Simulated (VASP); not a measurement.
# KYSe2 (P4/mmm) in VASP: a series of runs, part 2 of 2

VASP 6.6.1. Earlier steps stand in the parts before.

## Step 5: Single point, LDA

This run uses another cell than the first one, of 27.38 Å³/atom.

The input, INCAR:

```
SYSTEM = KYSe2
PREC     = Accurate       ! precision mode
ENCUT    = 520            ! plane-wave cutoff, eV
EDIFF    = 1E-7           ! SCF threshold, eV
ISMEAR   = 0              ! smearing method
SIGMA    = 0.01           ! smearing width, eV
LREAL    = .FALSE.        ! projectors in reciprocal space
LASPH    = .TRUE.         ! aspherical terms in the spheres
NELM     = 80             ! most SCF steps
ALGO     = Normal         ! electronic algorithm
ISIF     = 2              ! what is computed and relaxed
LWAVE    = .FALSE.        ! write WAVECAR
LCHARG   = .FALSE.        ! write CHGCAR
GGA      = CA             ! functional
NBANDS   = 24             ! bands
```

The input, KPOINTS:

```
regular mesh
0
G
  6 6 4
  0 0 0
```

The input, POSCAR:

```
KYSe2
1.0
    4.3197464616      0.0000000000      0.0000000000
    0.0000000000      4.3197464616      0.0000000000
    0.0000000000      0.0000000000      5.8682760708
K Se Y
1 2 1
Direct
    0.0000000000      0.0000000000      0.0000000000
    0.0000000000      0.0000000000      0.5000000000
    0.5000000000      0.5000000000      0.0000000000
    0.5000000000      0.5000000000      0.5000000000
```

Potentials or basis: VASP PAW LDA potentials, release 64 (K_sv, Se, Y_sv).

Command:

```console
cat potpaw_LDA.64/K_sv/POTCAR potpaw_LDA.64/Se/POTCAR potpaw_LDA.64/Y_sv/POTCAR > POTCAR
mpirun -np 1 vasp_std > vasp.out
```

Run time: 75 s. Hardware: 1 thread of Oxide Virtual Turin-like, shared host; peak memory 0.21 GiB.

Results (log left out):

* Free energy: -22.4356 eV
* Pressure: -3.4 GPa
* Band gap on the k mesh: 0.08 eV

Stress tensor (GPa, compression positive):
```
-3.30  0.00  0.00
 0.00 -3.30  0.00
 0.00  0.00 -3.57
```

Levels at points of the mesh, in eV from the valence-band top:
| k point | band 13 | band 14 | band 15 | band 16 | band 17 | band 18 | band 19 | band 20 |
| --- | --- | --- | --- | --- | --- | --- | --- | --- |
| (0.00, 0.00, 0.00) | -1.79 | -0.40 | 0.00 | 0.00 | 0.08 | 1.74 | 1.85 | 1.98 |
| (0.50, 0.00, 0.00) | -1.82 | -1.71 | -1.59 | -0.62 | 2.32 | 2.63 | 2.69 | 3.09 |
| (0.50, 0.50, 0.00) | -1.21 | -1.01 | -0.66 | -0.66 | 0.78 | 0.78 | 2.68 | 2.97 |
| (0.00, 0.00, 0.50) | -1.81 | -1.81 | -0.51 | -0.51 | 0.17 | 1.87 | 1.92 | 3.21 |
| (0.50, 0.00, 0.50) | -2.80 | -2.41 | -0.97 | -0.90 | 2.72 | 3.28 | 3.33 | 3.60 |
| (0.50, 0.50, 0.50) | -2.60 | -1.84 | -1.45 | -1.45 | 2.58 | 2.58 | 2.73 | 3.01 |

Caveat: the cell stands under tension; semilocal functionals underestimate gaps, and a narrow one can read as zero. A k mesh can miss the band edges.

## Step 6: Single point, PBE

This run uses another cell than the first one, of 27.71 Å³/atom.

The input, INCAR:

```
PREC     = Accurate       # precision mode
ENCUT    = 520            # plane-wave cutoff, eV
EDIFF    = 1E-7           # SCF threshold, eV
ISMEAR   = -1             # smearing method
SIGMA    = 0.02           # smearing width, eV
LREAL    = F              # projectors in reciprocal space
LASPH    = T              # aspherical terms in the spheres
NELM     = 60             # most SCF steps
ALGO     = Normal         # electronic algorithm
ISIF     = 2              # what is computed and relaxed
LWAVE    = F              # write WAVECAR
LCHARG   = F              # write CHGCAR
GGA      = PE             # functional
NBANDS   = 24             # bands
```

The input, KPOINTS:

```
regular mesh
0
Gamma
  6 6 4
```

The input, POSCAR:

```
KYSe2
1.0
    4.3388446460      0.0000000000      0.0000000000
    0.0000000000      4.3388446460      0.0000000000
    0.0000000000      0.0000000000      5.8879117243
K Se Y
1 2 1
Direct
    0.0000000000      0.0000000000      0.0000000000
    0.0000000000      0.0000000000      0.5000000000
    0.5000000000      0.5000000000      0.0000000000
    0.5000000000      0.5000000000      0.5000000000
```

Potentials or basis: VASP PAW PBE potentials, release 64 (K_sv, Se, Y_sv).

Command:

```console
cat potpaw_PBE.64/K_sv/POTCAR potpaw_PBE.64/Se/POTCAR potpaw_PBE.64/Y_sv/POTCAR > POTCAR
mpirun -np 1 vasp_std > vasp.out
```

OUTCAR:

```text
PREC = Accurate
   ENCUT = 520
   EDIFF = 1E-7
   ISMEAR = -1
   LREAL = F
   LASPH = T
   NELM = 60
   ISIF = 2
   GGA = PE

 ion  position               nearest neighbor table
   1  0.000  0.000  0.000-   2 2.94   2 2.94   3 3.07   3 3.07   3 3.07   3 3.07
   2  0.000  0.000  0.500-   1 2.94   1 2.94   4 3.07   4 3.07   4 3.07   4 3.07
   3  0.500  0.500  0.000-   4 2.94   4 2.94   1 3.07   1 3.07   1 3.07   1 3.07
   4  0.500  0.500  0.500-   3 2.94   3 2.94   2 3.07   2 3.07   2 3.07   2 3.07

  LATTYP: Found a simple tetragonal cell.
[... 847 lines left out ...]
  --------------------------------------------------------------------------------------
  -------------------------------------------------------------------------------------
  Total        0.0702271      0.0702271      0.0943139      0.0000000      0.0000000      0.0000000
  in kB        1.0150926      1.0150926      1.3632543      0.0000000      0.0000000      0.0000000
  external PRESSURE =       1.1311465 kB  Pullay stress =       0.0000000 kB

 VOLUME and BASIS-vectors are now :
 -----------------------------------------------------------------------------
  energy-cutoff  :      520.00
  volume of cell :      110.84
      direct lattice vectors                 reciprocal lattice vectors
     4.338844646  0.000000000  0.000000000     0.230476102  0.000000000  0.000000000
     0.000000000  4.338844646  0.000000000     0.000000000  0.230476102  0.000000000
     0.000000000  0.000000000  5.887911724     0.000000000  0.000000000  0.169839503

 POSITION                                       TOTAL-FORCE (eV/Angst)
 -----------------------------------------------------------------------------------
      0.00000      0.00000      0.00000         0.000000      0.000000      0.000000
      0.00000      0.00000      2.94396         0.000000      0.000000      0.000000
      2.16942      2.16942      0.00000         0.000000      0.000000      0.000000
      2.16942      2.16942      2.94396         0.000000      0.000000      0.000000
 -----------------------------------------------------------------------------------
    total drift:                                0.000000     -0.000000     -0.000000

  FREE ENERGIE OF THE ION-ELECTRON SYSTEM (eV)
  ---------------------------------------------------
  free  energy   TOTEN  =       -20.2896821195 eV

  energy  without entropy=      -20.2896547537  energy(sigma->0) =      -20.28966844
```

OSZICAR:

```text
N       E                     dE             d eps       ncg     rms          rms(c)
DAV:   1     0.186141674021E+03    0.18614E+03   -0.14696E+04  1440   0.122E+03
DAV:   2    -0.815282921093E+01   -0.19429E+03   -0.18153E+03  1712   0.289E+02
DAV:   3    -0.221771656088E+02   -0.14024E+02   -0.13874E+02  2368   0.612E+01
DAV:   4    -0.227221045444E+02   -0.54494E+00   -0.54339E+00  2032   0.102E+01
DAV:   5    -0.227297069419E+02   -0.76024E-02   -0.76019E-02  2088   0.120E+00    0.190E+01
DAV:   6    -0.205519193501E+02    0.21778E+01   -0.27630E+00  1720   0.757E+00    0.158E+01
DAV:   7    -0.203387550216E+02    0.21316E+00   -0.14945E+00  1952   0.570E+00    0.937E+00
DAV:   8    -0.204887556059E+02   -0.15000E+00   -0.12216E+00  1568   0.527E+00    0.291E+00
DAV:   9    -0.202869817691E+02    0.20177E+00   -0.39200E-01  1576   0.330E+00    0.634E-01
DAV:  10    -0.202897471140E+02   -0.27653E-02   -0.30547E-02  1912   0.846E-01    0.823E-01
DAV:  11    -0.202897082591E+02    0.38855E-04   -0.16395E-03  1920   0.253E-01    0.141E-01
DAV:  12    -0.202896765123E+02    0.31747E-04   -0.26315E-04  2112   0.830E-02    0.353E-02
DAV:  13    -0.202896815280E+02   -0.50156E-05   -0.41097E-05  1944   0.343E-02    0.202E-02
DAV:  14    -0.202896827677E+02   -0.12398E-05   -0.42227E-06  2168   0.123E-02    0.193E-02
DAV:  15    -0.202896820458E+02    0.72194E-06   -0.11943E-06  1824   0.759E-03    0.236E-03
DAV:  16    -0.202896821195E+02   -0.73705E-07   -0.20812E-07  1560   0.235E-03
   1 F= -.20289682E+02 E0= -.20289668E+02  d E =-.273658E-04
```

Run time: 67 s. Hardware: 1 thread of Oxide Virtual Turin-like, shared host; peak memory 0.24 GiB.

What came out:

| Quantity | Value |
| --- | --- |
| Free energy | -20.2897 eV |
| Pressure | 0.1 GPa |
| Band gap on the k mesh | 0.22 eV |

Levels at points of the mesh, in eV from the valence-band top:
| k point | band 12 | band 13 | band 14 | band 15 | band 16 | band 17 | band 18 | band 19 | band 20 | band 21 |
| --- | --- | --- | --- | --- | --- | --- | --- | --- | --- | --- |
| (0.00, 0.00, 0.00) | -1.80 | -1.80 | -0.41 | 0.00 | 0.00 | 0.22 | 1.85 | 1.87 | 2.06 | 2.06 |
| (0.50, 0.00, 0.00) | -2.72 | -1.73 | -1.68 | -1.57 | -0.58 | 2.38 | 2.67 | 2.74 | 3.10 | 4.66 |
| (0.50, 0.50, 0.00) | -2.99 | -1.21 | -1.02 | -0.65 | -0.65 | 0.91 | 0.91 | 2.71 | 2.97 | 3.33 |
| (0.00, 0.00, 0.50) | -2.18 | -1.80 | -1.80 | -0.48 | -0.48 | 0.29 | 1.89 | 2.01 | 3.24 | 3.24 |
| (0.50, 0.00, 0.50) | -2.94 | -2.76 | -2.38 | -0.92 | -0.85 | 2.78 | 3.32 | 3.36 | 3.68 | 4.56 |
| (0.50, 0.50, 0.50) | -2.95 | -2.56 | -1.79 | -1.40 | -1.40 | 2.64 | 2.64 | 2.79 | 3.00 | 3.33 |

Caveat: semilocal functionals underestimate gaps, and a narrow one can read as zero.

## Step 7: The runs side by side

```csv
level,potentials or basis,cell,smearing,gap on the mesh (eV),pressure (GPa)
LDA,"VASP PAW LDA potentials, release 64 (K_sv, Se, Y_sv)","a = 4.204, b = 4.204, c = 5.759 Å, 4 atoms",fermi-dirac 0.02 eV,none,0.2
PBEsol,"VASP PAW PBE potentials, release 64 (K_sv, Se, Y_sv)","a = 4.263, b = 4.263, c = 5.810 Å, 4 atoms",fermi-dirac 0.02 eV,0.05,0.2
PBE,"VASP PAW PBE potentials, release 64 (K_sv, Se, Y_sv)","a = 4.320, b = 4.320, c = 5.868 Å, 4 atoms",fermi-dirac 0.02 eV,0.19,0.7
LDA,"VASP PAW LDA potentials, release 64 (K_sv, Se, Y_sv)","a = 4.320, b = 4.320, c = 5.868 Å, 4 atoms",gaussian 0.01 eV,0.08,-3.4
PBE,"VASP PAW PBE potentials, release 64 (K_sv, Se, Y_sv)","a = 4.339, b = 4.339, c = 5.888 Å, 4 atoms",fermi-dirac 0.02 eV,0.22,0.1
```

Alike in all rows: task single point; no spin polarisation; k mesh 6 × 6 × 4; cutoff (eV) 520.

Caveats: semilocal functionals underestimate gaps, and a narrow one can read as zero; the PAW data sets were made with another functional, which shifts forces and pressure a little (at least some runs); the cell stands under tension (at least some runs).

Absolute energies hang on the potentials; compare differences alone.
